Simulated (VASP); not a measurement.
An input for VASP 6.6.1 (Sb):

The input INCAR:

```
PREC = Accurate ; ENCUT = 500
EDIFF = 1E-7 ; ISMEAR = 0
SIGMA = 0.1 ; LREAL = F
LASPH = T ; NELM = 120
ALGO = Normal ; ISIF = 3
LWAVE = F ; LCHARG = F
GGA = PS ; IBRION = 2
NSW = 100 ; EDIFFG = -0.01
GGA_COMPAT = F ; NELMIN = 4
```

Contents of KPOINTS:

```
regular mesh
0
Gamma
  10 10 12
```

Contents of POSCAR:

```
Sb
1.0
    3.0572653727     -4.3299653446      0.0000000000
    3.0572653727      4.3299653446      0.0000000000
    0.0000000000      0.0000000000      4.3319062536
Sb
4
Direct
    0.1250017447      0.8749982553      0.2499963723
    0.6250017447      0.3749982553      0.2500036277
    0.8749982553      0.1250017447      0.7500036277
    0.3749982553      0.6250017447      0.7499963723
```

Potentials or basis: VASP PAW PBE potentials, release 64 (Sb).

Run with:

```sh
$ cat potpaw_PBE.64/Sb/POTCAR > POTCAR
$ mpirun -np 1 vasp_std > vasp.out
```

**Question.** Does this run start?

**Answer.** The run stopped without a result. It printed:

OUTCAR:

```text
PREC = Accurate
   ENCUT = 500
   EDIFF = 1E-7
   ISMEAR = 0
   LREAL = F
   LASPH = T
   NELM = 120
   ISIF = 3
   GGA = PS
   IBRION = 2
[... 42 lines left out ...]
|     E        R     R  R     R  O     O  R     R     ###     ###     ###     |
|     E        R     R  R     R  O     O  R     R     ###     ###     ###     |
|     EEEEE    RRRRRR   RRRRRR   O     O  RRRRRR       #       #       #      |
|     E        R   R    R   R    O     O  R   R                               |
|     E        R    R   R    R   O     O  R    R      ###     ###     ###     |
|     EEEEEEE  R     R  R     R  OOOOOOO  R     R     ###     ###     ###     |
|                                                                             |
|     PRICELV: current lattice and primitive lattice are incommensurate       |
|     within SYMPREC.                                                         |
|                                                                             |
|       ---->  I REFUSE TO CONTINUE WITH THIS SICK JOB ... BYE!!! <----       |
|                                                                             |
 -----------------------------------------------------------------------------
```

On the terminal:

```text
POSCAR found type information on POSCAR Sb
 POSCAR found :  1 types and       4 ions
[... 26 lines left out ...]

1
```
